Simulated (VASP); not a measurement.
# PtSe2 (P-3m1) in VASP: further runs

PtSe2 is run at these levels: PBE; tasks: relaxation of shape and atoms at fixed volume.

Everything below comes from runs of VASP 6.6.1. Logs are shortened: lines on timing, memory, paths and dates and some standing lists are left out, and cuts for length are marked.

**1. The cell of the first run**

The structure is trigonal, space group P-3m1 (No. 164). Conventional cell: a = 3.710 Å, b = 3.710 Å, c = 6.061 Å, α = 90.00°, β = 90.00°, γ = 120.00°. Within 3.3 Å of Pt (site symmetry -3m) lie 6 Se at 2.50 Å. Se (site symmetry 3m) has 3 Pt at 2.50 Å within 3.3 Å.

**2. Relaxation of shape and atoms at fixed volume, PBE (volume scaled by 0.91)**

File INCAR:

```
PREC = Accurate
ENCUT = 600
EDIFF = 1E-6
ISMEAR = 0
SIGMA = 0.02
LREAL = False
LASPH = True
NELM = 60
ALGO = Normal
ISIF = 4
LWAVE = False
LCHARG = False
GGA = PE
IBRION = 2
NSW = 50
EDIFFG = -0.01
```

File KPOINTS:

```
Automatic mesh
0
Gamma
  12 12 4
```

File POSCAR:

```
PtSe2
1.0
    3.7101739650      0.0000000000      0.0000000000
   -1.8550869825      3.2131049061      0.0000000000
    0.0000000000      0.0000000000      6.0607588145
Pt Se
1 2
Direct
    0.0000000000      0.0000000000      0.0000000000
    0.3333333333      0.6666666667      0.2131746813
    0.6666666667      0.3333333333      0.7868253187
```

Potentials or basis: VASP PAW PBE potentials, release 64 (Pt, Se).

The run is started by

```console
> cat potpaw_PBE.64/Pt/POTCAR potpaw_PBE.64/Se/POTCAR > POTCAR
> mpirun -np 1 vasp_std > vasp.out
```

OUTCAR:

```text
PREC = Accurate
   ENCUT = 600
   EDIFF = 1E-6
   ISMEAR = 0
   LREAL = False
   LASPH = True
   NELM = 60
   ISIF = 4
   GGA = PE
   IBRION = 2
   NSW = 50
   EDIFFG = -0.01

 ion  position               nearest neighbor table
   1  0.000  0.000  0.000-   2 2.50   3 2.50   2 2.50   3 2.50   3 2.50   2 2.50
   2  0.333  0.667  0.213-   1 2.50   1 2.50   1 2.50
   3  0.667  0.333  0.787-   1 2.50   1 2.50   1 2.50

  LATTYP: Found a hexagonal cell.
 ALAT       =     3.7101739650
 C/A-ratio  =     1.6335511142

  Lattice vectors:

 A1 = (   3.7101739650,   0.0000000000,   0.0000000000)
 A2 = (  -1.8550869825,   3.2131049061,   0.0000000000)
 A3 = (   0.0000000000,   0.0000000000,   6.0607588145)

Analysis of symmetry for initial positions (statically):
=====================================================================
 Subroutine PRICEL returns:
 Original cell was already a primitive cell.

 Routine SETGRP: Setting up the symmetry group for a
 hexagonal supercell.

 Subroutine GETGRP returns: Found 12 space group operations
 (whereof 12 operations were pure point group operations)
 out of a pool of 24 trial point group operations.

The static configuration has the point symmetry D_3d.

Analysis of symmetry for dynamics (positions and initial velocities):
=====================================================================
 Subroutine PRICEL returns:
 Original cell was already a primitive cell.

 Routine SETGRP: Setting up the symmetry group for a
 hexagonal supercell.

 Subroutine GETGRP returns: Found 12 space group operations
 (whereof 12 operations were pure point group operations)
 out of a pool of 24 trial point group operations.

The dynamic configuration has the point symmetry D_3d.

 Subroutine INISYM returns: Found 12 space group operations
 (whereof 12 operations are pure point group operations),
 and found     1 'primitive' translations

----------------------------------------------------------------------------------------

                                     Primitive cell

  volume of cell :      72.2514

  direct lattice vectors                    reciprocal lattice vectors
     3.710173965  0.000000000  0.000000000     0.269529141  0.155612722  0.000000000
    -1.855086983  3.213104906  0.000000000     0.000000000  0.311225444  0.000000000
     0.000000000  0.000000000  6.060758814     0.000000000  0.000000000  0.164995841

  length of vectors
     3.710173965  3.710173965  6.060758814     0.311225444  0.311225444  0.164995841

  position of ions in fractional coordinates (direct lattice)
     0.000000000  0.000000000  0.000000000
     0.333333333  0.666666667  0.213174681
     0.666666667  0.333333333  0.786825319

  ion indices of the primitive-cell ions
   primitive index   ion index
                 1           1
                 2           2
                 3           3

----------------------------------------------------------------------------------------

 KPOINTS: Automatic mesh

Automatic generation of k-mesh.
 Grid dimensions read from file:
 generate k-points for:   12   12    4

 Generating k-lattice:

  Cartesian coordinates                     Fractional coordinates (reciprocal lattice)
     0.022460762  0.012967727  0.000000000     0.083333333  0.000000000  0.000000000
     0.000000000  0.025935454  0.000000000     0.000000000  0.083333333  0.000000000
     0.000000000  0.000000000  0.041248960     0.000000000  0.000000000  0.250000000

  Length of vectors
     0.025935454  0.025935454  0.041248960

  Shift w.r.t. Gamma in fractional coordinates (k-lattice)
     0.000000000  0.000000000  0.000000000

 Subroutine IBZKPT returns following result:
 ===========================================

 Found     69 irreducible k-points:

 Following reciprocal coordinates:
            Coordinates               Weight
  0.000000  0.000000  0.000000      1.000000
  0.083333  0.000000  0.000000      6.000000
  0.166667 -0.000000  0.000000      6.000000
  0.250000  0.000000  0.000000      6.000000
  0.333333  0.000000  0.000000      6.000000
  0.416667  0.000000  0.000000      6.000000
[... 16 lines left out ...]
  0.166667 -0.000000  0.250000      6.000000
  0.000000  0.166667  0.250000      6.000000
 [... further k-points ...]
   k-points           NKPTS =     69   k-points in BZ     NKDIM =     69   number of bands    NBANDS=     15
   number of dos      NEDOS =    301   number of ions     NIONS =      3
   total plane-waves  NPLWV =  43200
   dimension x,y,z NGX =    30 NGY =   30 NGZ =   48
   dimension x,y,z NGXF=    60 NGYF=   60 NGZF=   96
   ions per type =               1   2
   NGX,Y,Z   is equivalent  to a cutoff of  13.44, 13.44, 13.17 a.u.
   NGXF,Y,Z  is equivalent  to a cutoff of  26.88, 26.88, 26.33 a.u.
 SYSTEM =  unknown system
   PREC   = accura    normal or accurate (medium, high low for compatibility)
   ISTART =      0    job   : 0-new  1-cont  2-samecut
   ICHARG =      2    charge: 1-file 2-atom 10-const
   ISPIN  =      1    spin polarized calculation?
   LNONCOLLINEAR =      F non collinear calculations
   LSORBIT =      F    spin-orbit coupling
   LASPH  =      T    aspherical Exc in radial PAW
   ENCUT  =  600.0 eV  44.10 Ry    6.64 a.u.   7.41  7.41 12.10*2*pi/ulx,y,z
   NELM   =     60;   NELMIN=  2; NELMDL= -5     # of ELM steps
   EDIFF  = 0.1E-05   stopping-criterion for ELM
   LREAL  =      F    real-space projection
   EDIFFG = -.1E-01   stopping-criterion for IOM
   NSW    =     50    number of steps for IOM
   IBRION =      2    ionic relax: 0-MD 1-quasi-New 2-CG
   NFREE  =      1    steps in history (QN), initial steepest desc. (CG)
   ISIF   =      4    stress and relaxation
   ISYM   =      2    0-nonsym 1-usesym 2-fastsym
   POTIM  = 0.5000    time-step for ionic-motion
   TEBEG  =    0.0;   TEEND  =   0.0 temperature during run
   PSTRESS=    0.0 pullay stress
   NELECT =      22.0000    total number of electrons
   NUPDOWN=      -1.0000    fix difference up-down
   EMIN   =  10.00;   EMAX   =-10.00  energy-range for DOS
   EFERMI =   0.00;   METHOD = LEGACY
   ISMEAR =     0;   SIGMA  =   0.02  broadening in eV -4-tet -1-fermi 0-gaus
   EFERMI_NEDOS =   21; number of points for ismear=-14 and -15
   IALGO  =     38    algorithm
   IMIX   =      4    mixing-type and parameters
     AMIX     =   0.40;   BMIX     =  1.00
     AMIX_MAG =   1.60;   BMIX_MAG =  1.00
  volume/ion in A,a.u.               =      24.08       162.53
  Fermi-wavevector in a.u.,A,eV,Ry     =   1.101371  2.081290 16.504115  1.213018
  Thomas-Fermi vector in A             =   2.237797
   LORBIT       =      0    0 simple, 1 ext, 2 COOP (PROOUT), +10 PAW based schemes
   GGA     = PE    functional components
   LHFCALC =     F    Hartree Fock is set to
   AEXX    =    0.0000 exact exchange contribution
   IVDW    =     0    specifies the selected vdW correction
   LEPSILON=     F    determine dielectric tensor
   LRPA    =     F    only Hartree local field effects (RPA)
 conjugate gradient relaxation of ions
 non-spin polarized calculation
 Gauss-broadening in eV      SIGMA  =   0.02
  energy-cutoff  :      600.00
  volume of cell :       72.25
 maximum number of plane-waves:      2436
 NGX is ok and might be reduce to    30
   NGX = 15   NGY = 15   NGZ = 25

--------------------------------------- Ionic step        1  -------------------------------------------

 number of electron      22.0000000 magnetization

 Free energy of the ion-electron system (eV)
  ---------------------------------------------------
  ext. energy  EPLUGINS =         0.00000000
  ---------------------------------------------------
  free energy    TOTEN  =       -14.27270626 eV

  energy without entropy =      -14.27270626  energy(sigma->0) =      -14.27270626

------------------------ aborting loop because EDIFF is reached ----------------------------------------

  FORCE on cell =-STRESS in cart. coord.  units (eV):
  Direction    XX          YY          ZZ          XY          YZ          ZX
  --------------------------------------------------------------------------------------
  -------------------------------------------------------------------------------------
  Total        1.8343531      1.8343531      1.2572561      0.0000000      0.0000000      0.0000000
  in kB       40.6768525     40.6768525     27.8797042      0.0000000      0.0000000      0.0000000
  external PRESSURE =      36.4111364 kB  Pullay stress =       0.0000000 kB
[... 170 lines left out ...]
  energy  without entropy=      -14.2969590908  energy(sigma->0) =      -14.29695909

--------------------------------------- Ionic step        6  -------------------------------------------

 number of electron      22.0000002 magnetization

 Free energy of the ion-electron system (eV)
  ---------------------------------------------------
  ext. energy  EPLUGINS =         0.00000000
  ---------------------------------------------------
  free energy    TOTEN  =       -14.29737571 eV

  energy without entropy =      -14.29737571  energy(sigma->0) =      -14.29737571

 E-fermi :   4.2924     XC(G=0):  -9.5870

 val. band max:        4.1917547108   @ k =   0.0833   0.0833   0.0000
 cond. band min:       4.6663686567   @ k =   0.0000   0.2500   0.2500
 fundamental gap:      0.4746139459
 Fermi energy:         4.2924115272

 k-point     1 :       0.0000    0.0000    0.0000
  band No.  band energies     occupation
      1     -10.3780      2.00000
      2      -8.4020      2.00000
      3      -1.7269      2.00000
      4      -1.4101      2.00000
      5      -1.4101      2.00000
      6       0.8395      2.00000
      7       0.8395      2.00000
      8       2.2013      2.00000
      9       3.6259      2.00000
     10       3.6259      2.00000
     11       4.1177      2.00000
     12       6.4262      0.00000
     13       6.4262      0.00000
     14       8.2623      0.00000
     15       8.9398      0.00000
[... 397 lines left out ...]
 k-point    24 :       0.0000    0.1667    0.2500
  band No.  band energies     occupation
      1     -10.0379      2.00000
      2      -8.5559      2.00000
      3      -1.5312      2.00000
      4      -1.2487      2.00000
      5      -1.0161      2.00000
      6       0.3348      2.00000
      7       0.6756      2.00000
      8       1.6591      2.00000
      9       3.0828      2.00000
     10       3.5681      2.00000
     11       4.0431      2.00000
     12       5.2590      0.00000
     13       6.0870      0.00000
     14       9.5385      0.00000
     15      10.1128      0.00000

 [... further k-points ...]

------------------------ aborting loop because EDIFF is reached ----------------------------------------

  FORCE on cell =-STRESS in cart. coord.  units (eV):
  Direction    XX          YY          ZZ          XY          YZ          ZX
  --------------------------------------------------------------------------------------
  -------------------------------------------------------------------------------------
  Total        0.1396948      0.1396948      0.1387646      0.0000000      0.0000000      0.0000000
  in kB        3.0977379      3.0977379      3.0771109      0.0000000      0.0000000      0.0000000
  external PRESSURE =       3.0908623 kB  Pullay stress =       0.0000000 kB
[... 18 lines left out ...]
  FREE ENERGIE OF THE ION-ELECTRON SYSTEM (eV)
  ---------------------------------------------------
  free  energy   TOTEN  =       -14.2973757111 eV

  energy  without entropy=      -14.2973757111  energy(sigma->0) =      -14.29737571

 reached required accuracy - stopping structural energy minimisation
```

Run time: 3.1 min. Hardware: 1 thread of AMD EPYC 7R43 (Zen 3), shared host; peak memory 0.23 GiB.

Results:

```
Free energy               : -14.2974 eV
Energy gained by relaxing : 8.2 meV/atom
Ionic steps               : 6
Pressure after relaxing   : 0.3 GPa
Band gap on the k mesh    : 0.47 eV, indirect (least direct gap 0.68 eV)
```

The path:
```csv
step,energy change (eV),largest force (eV/Å),pressure (GPa),volume (Å³)
1,0.0000,0.4322,3.64,72.25
2,-0.0163,0.2000,2.17,72.25
3,-0.0226,0.0881,0.33,72.25
4,-0.0227,0.0554,0.55,72.25
5,-0.0243,0.0244,0.42,72.25
6,-0.0247,0.0017,0.31,72.25
```

Final structure:
```
CELL_PARAMETERS angstrom
3.75424 0.00000 0.00000
-1.87712 3.25127 0.00000
0.00000 0.00000 5.91930
ATOMIC_POSITIONS crystal
Pt 0.00000 0.00000 0.00000
Se 0.33333 0.66667 0.22030
Se 0.66667 0.33333 0.77970
```

Caveat: the cell differs from its parent crystal (volume scaled by 0.91); spin-orbit coupling is left out, which moves the levels of the heavy elements; this functional lacks dispersion, which binds the layers, so the pressure and a relaxed spacing across them are unreliable. A k mesh can miss the band edges.

**3. Relaxation of shape and atoms at fixed volume, PBE (volume scaled by 0.94)**

File INCAR:

```
ALGO = Normal ; EDIFF = 1E-6
EDIFFG = -0.01 ; ENCUT = 600
GGA = PE ; IBRION = 2
ISIF = 4 ; ISMEAR = 0
LASPH = True ; LCHARG = False
LREAL = False ; LWAVE = False
NELM = 60 ; NSW = 50
PREC = Accurate ; SIGMA = 0.02
```

File KPOINTS:

```
k-points
0
Gamma
  12 12 4
```

File POSCAR:

```
PtSe2
1.0
    3.7121828210      0.0000000000      0.0000000000
   -1.8560914105      3.2148446265      0.0000000000
    0.0000000000      0.0000000000      6.2537900471
Pt Se
1 2
Direct
    0.0000000000      0.0000000000      0.0000000000
    0.3333333333      0.6666666667      0.2067626411
    0.6666666667      0.3333333333      0.7932373589
```

Potentials or basis: VASP PAW PBE potentials, release 64 (Pt, Se).

The run is started by

```console
> cat potpaw_PBE.64/Pt/POTCAR potpaw_PBE.64/Se/POTCAR > POTCAR
> mpirun -np 1 vasp_std > vasp.out
```

OUTCAR:

```text
EDIFF = 1E-6
   EDIFFG = -0.01
   ENCUT = 600
   GGA = PE
   IBRION = 2
   ISIF = 4
   ISMEAR = 0
   LASPH = True
   LREAL = False
   NELM = 60
   NSW = 50
   PREC = Accurate

 ion  position               nearest neighbor table
   1  0.000  0.000  0.000-   2 2.50   3 2.50   3 2.50   2 2.50   3 2.50   2 2.50
   2  0.333  0.667  0.207-   1 2.50   1 2.50   1 2.50
   3  0.667  0.333  0.793-   1 2.50   1 2.50   1 2.50

  LATTYP: Found a hexagonal cell.
 ALAT       =     3.7121828210
 C/A-ratio  =     1.6846665018

  Lattice vectors:

 A1 = (   3.7121828210,   0.0000000000,   0.0000000000)
 A2 = (  -1.8560914105,   3.2148446265,   0.0000000000)
 A3 = (   0.0000000000,   0.0000000000,   6.2537900471)

Analysis of symmetry for initial positions (statically):
=====================================================================
 Subroutine PRICEL returns:
 Original cell was already a primitive cell.

 Routine SETGRP: Setting up the symmetry group for a
 hexagonal supercell.

 Subroutine GETGRP returns: Found 12 space group operations
 (whereof 12 operations were pure point group operations)
 out of a pool of 24 trial point group operations.

The static configuration has the point symmetry D_3d.

Analysis of symmetry for dynamics (positions and initial velocities):
=====================================================================
 Subroutine PRICEL returns:
[... 349 lines left out ...]
  ---------------------------------------------------
  ext. energy  EPLUGINS =         0.00000000
  ---------------------------------------------------
  free energy    TOTEN  =       -14.30086380 eV

  energy without entropy =      -14.30086380  energy(sigma->0) =      -14.30086380

 E-fermi :   3.9234     XC(G=0):  -9.3757

 val. band max:        3.7731762092   @ k =   0.0833   0.0833   0.0000
 cond. band min:       4.3974154104   @ k =   0.0000   0.2500   0.2500
 fundamental gap:      0.6242392011
 Fermi energy:         3.9234472826

 k-point     1 :       0.0000    0.0000    0.0000
  band No.  band energies     occupation
      1     -10.6463      2.00000
      2      -8.7388      2.00000
      3      -1.9420      2.00000
      4      -1.6990      2.00000
      5      -1.6990      2.00000
      6       0.5417      2.00000
      7       0.5417      2.00000
      8       1.9268      2.00000
      9       3.3254      2.00000
     10       3.3254      2.00000
     11       3.6351      2.00000
     12       6.1708      0.00000
     13       6.1708      0.00000
     14       7.8884      0.00000
[... 401 lines left out ...]
      2      -8.8527      2.00000
      3      -1.7903      2.00000
      4      -1.5369      2.00000
      5      -1.3345      2.00000
      6       0.0463      2.00000
      7       0.3770      2.00000
      8       1.3726      2.00000
      9       2.8375      2.00000
     10       3.2637      2.00000
     11       3.6326      2.00000
     12       4.9420      0.00000
     13       5.8398      0.00000
     14       9.2891      0.00000
     15       9.7733      0.00000

 [... further k-points ...]

------------------------ aborting loop because EDIFF is reached ----------------------------------------

  FORCE on cell =-STRESS in cart. coord.  units (eV):
  Direction    XX          YY          ZZ          XY          YZ          ZX
  --------------------------------------------------------------------------------------
  -------------------------------------------------------------------------------------
  Total        0.0885733      0.0885733      0.0621240     -0.0000000      0.0000000      0.0000000
  in kB        1.9014323      1.9014323      1.3336368     -0.0000000      0.0000000      0.0000000
  external PRESSURE =       1.7121671 kB  Pullay stress =       0.0000000 kB
[... 18 lines left out ...]
  FREE ENERGIE OF THE ION-ELECTRON SYSTEM (eV)
  ---------------------------------------------------
  free  energy   TOTEN  =       -14.3008638000 eV

  energy  without entropy=      -14.3008638000  energy(sigma->0) =      -14.30086380

 reached required accuracy - stopping structural energy minimisation
```

OSZICAR:

```text
N       E                     dE             d eps       ncg     rms          rms(c)
DAV:   1     0.128591371397E+03    0.12859E+03   -0.10694E+04  2078   0.141E+03
DAV:   2    -0.883108807287E+01   -0.13742E+03   -0.13423E+03  2651   0.242E+02
DAV:   3    -0.150639421783E+02   -0.62329E+01   -0.62015E+01  2644   0.555E+01
[... 47 lines left out ...]
DAV:   2    -0.143012927624E+02    0.16150E-02   -0.45455E-03  2266   0.583E-01    0.113E-01
DAV:   3    -0.143009505031E+02    0.34226E-03   -0.85413E-04  2518   0.263E-01    0.525E-02
DAV:   4    -0.143008616134E+02    0.88890E-04   -0.31371E-04  2371   0.125E-01    0.244E-02
DAV:   5    -0.143008628794E+02   -0.12660E-05   -0.26442E-05  2448   0.359E-02    0.830E-03
DAV:   6    -0.143008638000E+02   -0.92062E-06   -0.24065E-06  2441   0.109E-02
   6 F= -.14300864E+02 E0= -.14300864E+02  d E =-.165426E-02
```

It took 3.8 min on 1 thread of AMD EPYC 7R43 (Zen 3), shared host; peak memory 0.25 GiB.

What came out:

```yaml
Free_energy: -14.3009 eV
Energy_gained_by_relaxing: 7.3 meV/atom
Ionic_steps: 6
Pressure_after_relaxing: 0.2 GPa
Band_gap_on_the_k_mesh: 0.62 eV, indirect (least direct gap 0.82 eV)
```

Forces on the atoms (eV/Å):
```
Pt   0.000  0.000  0.000
Se   0.000  0.000 -0.002
Se   0.000  0.000  0.002
```

Step by step:
| step | energy change (eV) | largest force (eV/Å) | pressure (GPa) | volume (Å³) |
| --- | --- | --- | --- | --- |
| 1 | 0.0000 | 0.4118 | 3.21 | 74.63 |
| 2 | -0.0146 | 0.1908 | 1.85 | 74.63 |
| 3 | -0.0201 | 0.0815 | 0.18 | 74.63 |
| 4 | -0.0202 | 0.0498 | 0.38 | 74.63 |
| 5 | -0.0216 | 0.0220 | 0.26 | 74.63 |
| 6 | -0.0219 | 0.0022 | 0.17 | 74.63 |

Final structure:
```cif
data_structure
_symmetry_space_group_name_H-M 'P 1'
_symmetry_Int_Tables_number 1
_cell_length_a 3.7512
_cell_length_b 3.7512
_cell_length_c 6.1244
_cell_angle_alpha 90.000
_cell_angle_beta 90.000
_cell_angle_gamma 120.000
_cell_volume 74.63
loop_
_atom_site_label
_atom_site_type_symbol
_atom_site_fract_x
_atom_site_fract_y
_atom_site_fract_z
_atom_site_occupancy
Pt1 Pt 0.00000 0.00000 0.00000 1
Se1 Se 0.33333 0.66667 0.21332 1
Se2 Se 0.66667 0.33333 0.78668 1
```

Levels at points of the mesh, in eV from the valence-band top:
```
           k point  band 7  band 8  band 9  band 10  band 11  band 12  band 13  band 14  band 15
(0.00, 0.00, 0.00)   -3.23   -1.85   -0.45    -0.45    -0.14     2.40     2.40     4.12     4.94
(0.50, 0.00, 0.00)   -2.72   -2.67   -2.33    -2.33    -2.21     1.65     2.38     4.60     5.93
(0.00, 0.00, 0.50)   -3.23   -1.73   -1.42    -0.51    -0.51     2.54     2.54     5.14     5.87
(0.50, 0.00, 0.50)   -2.74   -2.72   -2.42    -2.21    -1.42     1.98     2.08     4.26     5.49
```

Caveat: the cell differs from its parent crystal (volume scaled by 0.94); spin-orbit coupling is left out, which moves the levels of the heavy elements; this functional lacks dispersion, which binds the layers, so the pressure and a relaxed spacing across them are unreliable.
